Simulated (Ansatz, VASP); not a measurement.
**Mo3H in VASP and in Ansatz**

INCAR

```
PREC = Accurate
ENCUT = 600
EDIFF = 1E-7
ISMEAR = 0
SIGMA = 0.2
LREAL = False
LASPH = True
NELM = 100
ALGO = Normal
ISIF = 3
LWAVE = False
LCHARG = False
GGA = PE
IBRION = 2
NSW = 36
EDIFFG = -0.08
```

Contents of KPOINTS:

```
regular mesh
0
Gamma
  8 8 3
```

POSCAR

```
Mo3H
1.0
    2.8884374200      0.0000000000      0.0000000000
   -1.4442187100      2.5014601800      0.0000000000
    0.0000000000      0.0000000000      7.3242520200
H Mo
1 3
Direct
    0.0000000000      0.0000000000      0.5000000000
    0.6666666700      0.3333333300      0.6700000000
    0.3333333300      0.6666666700      0.3300000000
    0.0000000000      0.0000000000      0.0000000000
```

Input for Ansatz:

```yaml
crystal:
  lattice:
    - [2.88843742, 0.0, 0.0]
    - [-1.44421871, 2.50146018, 0.0]
    - [0.0, 0.0, 7.32425202]
  atoms:
    - { symbol: H, position: [0.0, 0.0, 0.5] }
    - { symbol: Mo, position: [0.66666667, 0.33333333, 0.67] }
    - { symbol: Mo, position: [0.33333333, 0.66666667, 0.33] }
    - { symbol: Mo, position: [0.0, 0.0, 0.0] }
basis:
  ecutwfc: 420
kpoints:
  mp_grid: { grid: [8, 8, 3] }
hamiltonian:
  xc: pbe
scf:
  occupations: { method: gaussian, width: 0.2 }
  lower_state_search: "off"
output:
  forces: true
  stress: true
  eigenvalues: true
relax:
  adjacent_minimum: "off"
  f_tol: 0.08
  max_steps: 16
  cell: { stress_tol: 0.8 }
```

Alike in both runs: task relaxation of cell and atoms; functional PBE; k mesh 8 × 8 × 3; occupations gaussian, width 0.2 eV; no spin polarisation.

|  | VASP | Ansatz |
| --- | --- | --- |
| version | VASP 6.6.1 | Ansatz 0.2.0 |
| potentials or method | VASP PAW PBE potentials, release 64 (H, Mo_sv), cutoff 600 eV | scalar-relativistic, plane waves, PAW |
| valence electrons in the cell | 43 | 43 |

```tsv
	VASP	Ansatz	Ansatz less VASP
gap on the k mesh at the Fermi level, each at its own relaxed structure (eV)	none	none	-
relaxed volume (Å³/atom)	12.50	12.51	+0.007
relaxed length of the cell vector where the two differ most in proportion (Å)	6.971	6.960	-0.0110
```

A gap of «none» marks a metal or a gap that the smearing closes.
